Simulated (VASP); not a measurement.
# TiC (Fm-3m) in VASP: a series of runs

Runs on TiC. Level: PBE. Tasks: single point.

All numbers are computed with VASP 6.6.1; they aren't measurements. Logs are shortened: lines on timing, memory, paths and dates and some standing lists are left out, and cuts for length are marked.

### Step 1. The cell of the first run

It takes space group Fm-3m (No. 225, cubic). Conventional cell: a = 4.240 Å, b = 4.240 Å, c = 4.240 Å, α = 90.00°, β = 90.00°, γ = 90.00°. Ti (site symmetry m-3m) has 6 C at 2.12 Å within 2.8 Å. Within 2.8 Å of C (site symmetry m-3m) lie 6 Ti at 2.12 Å.

### Step 2. Single point, PBE (volume scaled by 0.94)

Contents of INCAR:

```
SYSTEM = TiC
ALGO = Normal ; EDIFF = 1E-6
ENCUT = 520 ; GGA = PE
ISIF = 2 ; ISMEAR = -1
LASPH = .TRUE. ; LCHARG = .FALSE.
LREAL = .FALSE. ; LWAVE = .FALSE.
NBANDS = 15 ; NELM = 60
PREC = Accurate ; SIGMA = 0.03
```

Contents of KPOINTS:

```
k-points
0
G
  16 16 16
  0 0 0
```

Contents of POSCAR:

```
TiC
1.0
    0.0000000000      2.1198243393      2.1198243393
    2.1198243393      0.0000000000      2.1198243393
    2.1198243393      2.1198243393      0.0000000000
Ti C
1 1
Direct
    0.0000000000      0.0000000000      0.0000000000
    0.5000000000      0.5000000000      0.5000000000
```

Potentials or basis: VASP PAW PBE potentials, release 64 (Ti_sv, C).

Launch:

```bash
cat potpaw_PBE.64/Ti_sv/POTCAR potpaw_PBE.64/C/POTCAR > POTCAR
mpirun -np 1 vasp_std > vasp.out
```

OUTCAR:

```text
SYSTEM = TiC
   EDIFF = 1E-6
   ENCUT = 520
   GGA = PE
   ISIF = 2
   ISMEAR = -1
   LASPH = .TRUE.
   LREAL = .FALSE.
   NELM = 60
   PREC = Accurate

 ion  position               nearest neighbor table
   1  0.000  0.000  0.000-   2 2.12   2 2.12   2 2.12   2 2.12   2 2.12   2 2.12
   2  0.500  0.500  0.500-   1 2.12   1 2.12   1 2.12   1 2.12   1 2.12   1 2.12

  LATTYP: Found a face centered cubic cell.
 ALAT       =     4.2396486786

  Lattice vectors:

 A1 = (   0.0000000000,   2.1198243393,   2.1198243393)
 A2 = (   2.1198243393,   0.0000000000,   2.1198243393)
 A3 = (   2.1198243393,   2.1198243393,   0.0000000000)

Analysis of symmetry for initial positions (statically):
=====================================================================
 Subroutine PRICEL returns:
 Original cell was already a primitive cell.

 Routine SETGRP: Setting up the symmetry group for a
 face centered cubic supercell.

 Subroutine GETGRP returns: Found 48 space group operations
 (whereof 48 operations were pure point group operations)
 out of a pool of 48 trial point group operations.

The static configuration has the point symmetry O_h .

Analysis of symmetry for dynamics (positions and initial velocities):
=====================================================================
 Subroutine PRICEL returns:
 Original cell was already a primitive cell.

 Routine SETGRP: Setting up the symmetry group for a
 face centered cubic supercell.

 Subroutine GETGRP returns: Found 48 space group operations
 (whereof 48 operations were pure point group operations)
 out of a pool of 48 trial point group operations.

The dynamic configuration has the point symmetry O_h .

 Subroutine INISYM returns: Found 48 space group operations
 (whereof 48 operations are pure point group operations),
 and found     1 'primitive' translations

----------------------------------------------------------------------------------------

                                     Primitive cell

  volume of cell :      19.0515

  direct lattice vectors                    reciprocal lattice vectors
     0.000000000  2.119824339  2.119824339    -0.235868600  0.235868600  0.235868600
     2.119824339  0.000000000  2.119824339     0.235868600 -0.235868600  0.235868600
     2.119824339  2.119824339  0.000000000     0.235868600  0.235868600 -0.235868600

  length of vectors
     2.997884330  2.997884330  2.997884330     0.408536400  0.408536400  0.408536400

  position of ions in fractional coordinates (direct lattice)
     0.000000000  0.000000000  0.000000000
     0.500000000  0.500000000  0.500000000

  ion indices of the primitive-cell ions
   primitive index   ion index
                 1           1
                 2           2

----------------------------------------------------------------------------------------

 KPOINTS: k-points

Automatic generation of k-mesh.
 Grid dimensions read from file:
 generate k-points for:   16   16   16

 Generating k-lattice:

  Cartesian coordinates                     Fractional coordinates (reciprocal lattice)
    -0.014741788  0.014741788  0.014741788     0.062500000  0.000000000  0.000000000
     0.014741788 -0.014741788  0.014741788     0.000000000  0.062500000  0.000000000
     0.014741788  0.014741788 -0.014741788     0.000000000  0.000000000  0.062500000

  Length of vectors
     0.025533525  0.025533525  0.025533525

  Shift w.r.t. Gamma in fractional coordinates (k-lattice)
     0.000000000  0.000000000  0.000000000

 Subroutine IBZKPT returns following result:
 ===========================================

 Found    145 irreducible k-points:

 Following reciprocal coordinates:
            Coordinates               Weight
  0.000000  0.000000  0.000000      1.000000
  0.062500  0.000000  0.000000      8.000000
  0.125000  0.000000  0.000000      8.000000
  0.187500  0.000000  0.000000      8.000000
  0.250000  0.000000  0.000000      8.000000
  0.312500  0.000000  0.000000      8.000000
[... 16 lines left out ...]
 -0.125000  0.062500  0.000000     24.000000
 -0.062500  0.062500  0.000000     12.000000
 [... further k-points ...]
   k-points           NKPTS =    145   k-points in BZ     NKDIM =    145   number of bands    NBANDS=     15
   number of dos      NEDOS =    301   number of ions     NIONS =      2
   total plane-waves  NPLWV =  13824
   dimension x,y,z NGX =    24 NGY =   24 NGZ =   24
   dimension x,y,z NGXF=    48 NGYF=   48 NGZF=   48
   ions per type =               1   1
   NGX,Y,Z   is equivalent  to a cutoff of  13.31, 13.31, 13.31 a.u.
   NGXF,Y,Z  is equivalent  to a cutoff of  26.62, 26.62, 26.62 a.u.
 SYSTEM =  TiC
   PREC   = accura    normal or accurate (medium, high low for compatibility)
   ISTART =      0    job   : 0-new  1-cont  2-samecut
   ICHARG =      2    charge: 1-file 2-atom 10-const
   ISPIN  =      1    spin polarized calculation?
   LNONCOLLINEAR =      F non collinear calculations
   LSORBIT =      F    spin-orbit coupling
[... 61 lines left out ...]
      3     -22.2019      2.00000
      4     -22.2019      2.00000
      5      -2.5110      2.00000
      6      10.9005      0.00000
      7      10.9005      0.00000
      8      10.9005      0.00000
      9      11.9456      0.00000
     10      11.9456      0.00000
     11      11.9456      0.00000
     12      12.0385      0.00000
     13      12.0385      0.00000
     14      21.6380      0.00000
     15      24.4746      0.00000

 k-point     2 :       0.0625    0.0000    0.0000
  band No.  band energies     occupation
      1     -46.2127      2.00000
      2     -22.2269      2.00000
      3     -22.2042      2.00000
      4     -22.2042      2.00000
      5      -2.4149      2.00000
      6      10.4269      0.00046
      7      10.6825      0.00000
      8      10.6825      0.00000
      9      11.2713      0.00000
     10      11.2713      0.00000
     11      12.2146      0.00000
     12      13.0728      0.00000
     13      13.0728      0.00000
     14      21.7928      0.00000
     15      24.5429      0.00000

 k-point     3 :       0.1250    0.0000    0.0000
  band No.  band energies     occupation
      1     -46.2022      2.00000
      2     -22.2977      2.00000
      3     -22.2106      2.00000
      4     -22.2106      2.00000
      5      -2.1330      2.00000
      6       9.5062      2.00000
      7       9.8657      1.99993
      8       9.8657      1.99993
      9      11.3585      0.00000
     10      11.3585      0.00000
     11      12.5859      0.00000
     12      14.2156      0.00000
     13      14.2156      0.00000
     14      22.1607      0.00000
     15      24.6548      0.00000

 k-point     4 :       0.1875    0.0000    0.0000
  band No.  band energies     occupation
      1     -46.1865      2.00000
      2     -22.4023      2.00000
      3     -22.2201      2.00000
      4     -22.2201      2.00000
      5      -1.6838      2.00000
      6       8.4376      2.00000
      7       9.0541      2.00000
      8       9.0541      2.00000
      9      11.6699      0.00000
     10      11.6699      0.00000
     11      12.9099      0.00000
     12      15.3615      0.00000
     13      15.3615      0.00000
     14      22.3895      0.00000
     15      24.7839      0.00000
[... 307 lines left out ...]
 k-point    22 :      -0.1875    0.0625    0.0000
  band No.  band energies     occupation
      1     -46.1779      2.00000
      2     -22.4459      2.00000
      3     -22.2486      2.00000
      4     -22.2153      2.00000
      5      -1.4337      2.00000
      6       7.9523      2.00000
      7       8.5954      2.00000
      8       8.8801      2.00000
      9      11.5800      0.00000
     10      12.1228      0.00000
     11      13.1952      0.00000
     12      15.1147      0.00000
     13      16.3610      0.00000
     14      22.4764      0.00000
     15      24.8291      0.00000

 k-point    23 :      -0.1250    0.0625    0.0000
  band No.  band energies     occupation
      1     -46.1945      2.00000
      2     -22.3388      2.00000
      3     -22.2337      2.00000
      4     -22.2071      2.00000
      5      -1.9233      2.00000
      6       8.9999      2.00000
      7       9.3191      2.00000
      8       9.5388      2.00000
      9      11.2370      0.00000
     10      11.8441      0.00000
     11      12.9146      0.00000
     12      14.0717      0.00000
     13      15.2562      0.00000
     14      22.4051      0.00000
     15      24.6909      0.00000

 k-point    24 :      -0.0625    0.0625    0.0000
  band No.  band energies     occupation
      1     -46.2067      2.00000
      2     -22.2615      2.00000
      3     -22.2182      2.00000
      4     -22.2032      2.00000
      5      -2.2579      2.00000
      6       9.9449      1.99907
      7      10.1302      1.63533
      8      10.1382      1.54919
      9      11.0216      0.00000
     10      11.6598      0.00000
     11      12.5820      0.00000
     12      13.2229      0.00000
     13      14.1324      0.00000
     14      22.0299      0.00000
     15      24.6260      0.00000

 [... further k-points ...]

------------------------ aborting loop because EDIFF is reached ----------------------------------------

  FORCE on cell =-STRESS in cart. coord.  units (eV):
  Direction    XX          YY          ZZ          XY          YZ          ZX
  --------------------------------------------------------------------------------------
  -------------------------------------------------------------------------------------
  Total        2.2378852      2.2378852      2.2378852     -0.0000000     -0.0000000      0.0000000
  in kB      188.1996334    188.1996334    188.1996334     -0.0000000     -0.0000000      0.0000000
  external PRESSURE =     188.1996334 kB  Pullay stress =       0.0000000 kB

 VOLUME and BASIS-vectors are now :
 -----------------------------------------------------------------------------
  energy-cutoff  :      520.00
  volume of cell :       19.05
      direct lattice vectors                 reciprocal lattice vectors
     0.000000000  2.119824339  2.119824339    -0.235868600  0.235868600  0.235868600
     2.119824339  0.000000000  2.119824339     0.235868600 -0.235868600  0.235868600
     2.119824339  2.119824339  0.000000000     0.235868600  0.235868600 -0.235868600

 POSITION                                       TOTAL-FORCE (eV/Angst)
 -----------------------------------------------------------------------------------
      0.00000      0.00000      0.00000         0.000000     -0.000000      0.000000
      2.11982      2.11982      2.11982         0.000000      0.000000     -0.000000
 -----------------------------------------------------------------------------------
    total drift:                                0.000000     -0.000000     -0.000000

  FREE ENERGIE OF THE ION-ELECTRON SYSTEM (eV)
  ---------------------------------------------------
  free  energy   TOTEN  =       -18.6360414468 eV

  energy  without entropy=      -18.6348079739  energy(sigma->0) =      -18.63542471
```

It took 23 s on 1 thread of Intel Xeon 6975P-C (Granite Rapids), shared host; peak memory 0.16 GiB.

Results:

| Property | Result |
| --- | --- |
| Free energy | -18.6360 eV |
| Pressure | 18.8 GPa |
| Band gap on the k mesh | zero (band 8 reaches 10.90 eV, above the bottom of band 9 at 9.77 eV) |

Caveat: the cell differs from its parent crystal (volume scaled by 0.94).

### Step 3. Single point, PBE (volume scaled by 0.98)

Contents of INCAR:

```
PREC = Accurate
ENCUT = 520
EDIFF = 1E-7
ISMEAR = -1
SIGMA = 0.03
LREAL = F
LASPH = T
NELM = 60
ALGO = Normal
ISIF = 2
LWAVE = F
LCHARG = T
GGA = PE
LELF = T
LVHAR = T
NBANDS = 15
```

Contents of KPOINTS:

```
regular mesh
0
Gamma
  16 16 16
```

Contents of POSCAR:

```
TiC
1.0
    0.0000000000      2.1494760724      2.1494760724
    2.1494760724      0.0000000000      2.1494760724
    2.1494760724      2.1494760724      0.0000000000
Ti C
1 1
Direct
    0.0000000000      0.0000000000      0.0000000000
    0.5000000000      0.5000000000      0.5000000000
```

Potentials or basis: VASP PAW PBE potentials, release 64 (Ti_sv, C).

Launch:

```bash
cat potpaw_PBE.64/Ti_sv/POTCAR potpaw_PBE.64/C/POTCAR > POTCAR
mpirun -np 1 vasp_std > vasp.out
```

It took 28 s on 1 thread of Intel Xeon 6975P-C (Granite Rapids), shared host; peak memory 0.16 GiB.

It converged, with:

```yaml
Free_energy: -18.6992 eV
Pressure: 6.4 GPa
Band_gap_on_the_k_mesh: zero (band 8 reaches 10.38 eV, above the bottom of band 9 at 9.27 eV)
```

Levels at points of the mesh, in eV from the Fermi level:
```
           k point  band 4  band 5  band 6  band 7  band 8  band 9  band 10  band 11  band 12  band 13
(0.00, 0.00, 0.00)  -32.53  -12.49    0.71    0.71    0.71    1.71     1.71     1.71     1.77     1.77
(0.50, 0.00, 0.00)  -32.58   -8.91   -5.93   -2.96   -2.96    3.01     3.01     4.24     8.35     8.38
(0.50, 0.50, 0.00)  -32.71  -10.20   -3.44   -1.67   -0.01   -0.01     2.80     3.64     3.64     6.02
```

Caveat: the cell differs from its parent crystal (volume scaled by 0.98).

### Step 4. Single point, PBE

This run uses another cell than the first one, of 10.13 Å³/atom, 1.064 times its volume.

Contents of INCAR:

```
SYSTEM = TiC
PREC     = Accurate       ! precision mode
ENCUT    = 520            ! plane-wave cutoff, eV
EDIFF    = 1E-6           ! SCF threshold, eV
ISMEAR   = -1             ! smearing method
SIGMA    = 0.03           ! smearing width, eV
LREAL    = .False.        ! projectors in reciprocal space
LASPH    = .True.         ! aspherical terms in the spheres
NELM     = 60             ! most SCF steps
ALGO     = Normal         ! electronic algorithm
ISIF     = 2              ! what is computed and relaxed
LWAVE    = .False.        ! write WAVECAR
LCHARG   = .True.         ! write CHGCAR
GGA      = PE             ! functional
LELF     = .True.         ! ELF
LVHAR    = .True.       
NBANDS   = 15             ! bands
```

Contents of KPOINTS:

```
Automatic mesh
0
Gamma
  16 16 16
  0 0 0
```

Contents of POSCAR:

```
TiC
1.0
    0.0000000000      2.1640000000      2.1640000000
    2.1640000000      0.0000000000      2.1640000000
    2.1640000000      2.1640000000      0.0000000000
Ti C
1 1
Direct
    0.0000000000      0.0000000000      0.0000000000
    0.5000000000      0.5000000000      0.5000000000
```

Launch:

```bash
cat potpaw_PBE.64/Ti_sv/POTCAR potpaw_PBE.64/C/POTCAR > POTCAR
mpirun -np 1 vasp_std > vasp.out
```

It took 24 s on 1 thread of Intel Xeon 6975P-C (Granite Rapids), shared host; peak memory 0.17 GiB.

It converged, with:

```
Free energy            : -18.7087 eV
Pressure               : 1.1 GPa
Band gap on the k mesh : zero (band 8 reaches 10.14 eV, above the bottom of band 9 at 9.04 eV)
```

Levels at points of the mesh, in eV from the Fermi level:
```tsv
k point	band 5	band 6	band 7	band 8	band 9	band 10	band 11	band 12
(0.00, 0.00, 0.00)	-12.40	0.70	0.70	0.70	1.69	1.69	1.69	1.73
(0.50, 0.00, 0.00)	-8.91	-5.84	-2.89	-2.89	2.93	2.93	4.12	8.18
(0.50, 0.50, 0.00)	-10.12	-3.42	-1.61	-0.03	-0.03	2.72	3.53	3.53
```

### Step 5. Single point, PBE (volume scaled by 1.01)

Contents of INCAR:

```
SYSTEM = TiC
  PREC = Accurate
  ENCUT = 520
  EDIFF = 1E-6
  ISMEAR = -1
  SIGMA = 0.03
  LREAL = .FALSE.
  LASPH = .TRUE.
  NELM = 80
  ALGO = Normal
  ISIF = 2
  LWAVE = .FALSE.
  LCHARG = .FALSE.
  GGA = PE
  NBANDS = 15
```

Contents of KPOINTS:

```
regular mesh
0
G
  16 16 16
  0 0 0
```

Contents of POSCAR:

```
TiC
1.0
    0.0000000000      2.1711894216      2.1711894216
    2.1711894216      0.0000000000      2.1711894216
    2.1711894216      2.1711894216      0.0000000000
Ti C
1 1
Direct
    0.0000000000      0.0000000000      0.0000000000
    0.5000000000      0.5000000000      0.5000000000
```

Launch:

```bash
cat potpaw_PBE.64/Ti_sv/POTCAR potpaw_PBE.64/C/POTCAR > POTCAR
mpirun -np 1 vasp_std > vasp.out
```

Run time: 25 s. Hardware: 1 thread of Intel Xeon 6975P-C (Granite Rapids), shared host; peak memory 0.17 GiB.

Results (log left out):

```
Free energy            : -18.7086 eV
Pressure               : -1.5 GPa
Band gap on the k mesh : zero (band 8 reaches 10.01 eV, above the bottom of band 9 at 8.92 eV)
```

Levels at points of the mesh, in eV from the Fermi level:
```tsv
k point	band 6	band 7	band 8	band 9	band 10	band 11
(0.00, 0.00, 0.00)	0.70	0.70	0.70	1.68	1.68	1.68
(0.50, 0.00, 0.00)	-5.79	-2.86	-2.86	2.89	2.89	4.06
(0.50, 0.50, 0.00)	-3.42	-1.58	-0.03	-0.03	2.69	3.49
```

Caveat: the cell differs from its parent crystal (volume scaled by 1.01).

### Step 6. Single point, PBE (volume scaled by 1.04)

Contents of INCAR:

```
SYSTEM = TiC
PREC = Accurate
ENCUT = 520
EDIFF = 1E-7
ISMEAR = -1
SIGMA = 0.03
LREAL = .FALSE.
LASPH = .TRUE.
NELM = 80
ALGO = Normal
ISIF = 2
LWAVE = .FALSE.
LCHARG = .FALSE.
GGA = PE
NBANDS = 15
```

Contents of KPOINTS:

```
Automatic mesh
0
G
  16 16 16
  0 0 0
```

Contents of POSCAR:

```
TiC
1.0
    0.0000000000      2.1924769499      2.1924769499
    2.1924769499      0.0000000000      2.1924769499
    2.1924769499      2.1924769499      0.0000000000
Ti C
1 1
Direct
    0.0000000000      0.0000000000      0.0000000000
    0.5000000000      0.5000000000      0.5000000000
```

Potentials or basis: VASP PAW PBE potentials, release 64 (Ti_sv, C).

Launch:

```bash
cat potpaw_PBE.64/Ti_sv/POTCAR potpaw_PBE.64/C/POTCAR > POTCAR
mpirun -np 1 vasp_std > vasp.out
```

It took 32 s on 1 thread of Intel Xeon 6975P-C (Granite Rapids), shared host; peak memory 0.17 GiB.

Results (log left out):

```
Free energy            : -18.6906 eV
Pressure               : -8.1 GPa
Band gap on the k mesh : zero (band 8 reaches 9.66 eV, above the bottom of band 9 at 8.59 eV)
```

Levels at points of the mesh, in eV from the Fermi level:
| k point | band 5 | band 6 | band 7 | band 8 | band 9 | band 10 | band 11 | band 12 |
| --- | --- | --- | --- | --- | --- | --- | --- | --- |
| (0.00, 0.00, 0.00) | -12.22 | 0.68 | 0.68 | 0.68 | 1.64 | 1.64 | 1.64 | 1.64 |
| (0.50, 0.00, 0.00) | -8.91 | -5.66 | -2.77 | -2.77 | 2.78 | 2.78 | 3.90 | 7.81 |
| (0.50, 0.50, 0.00) | -9.97 | -3.39 | -1.50 | -0.06 | -0.06 | 2.58 | 3.34 | 3.34 |

Caveat: the cell differs from its parent crystal (volume scaled by 1.04).

### Step 7. Overview

```csv
cell,gap on the mesh (eV),pressure (GPa)
"a = 2.998 Å, angles 60.0°, 2 atoms",none,18.8
"a = 3.040 Å, angles 60.0°, 2 atoms",none,6.4
"a = 3.060 Å, angles 60.0°, 2 atoms",none,1.1
"a = 3.071 Å, angles 60.0°, 2 atoms",none,-1.5
"a = 3.101 Å, angles 60.0°, 2 atoms",none,-8.1
```

Alike in all rows: task single point; level PBE; potentials or basis VASP PAW PBE potentials, release 64 (Ti_sv, C); no spin polarisation; k mesh 16 × 16 × 16; cutoff (eV) 520; smearing fermi-dirac 0.03 eV.

Total energies depend on the potentials used, so only differences within one code and one set of settings carry meaning.
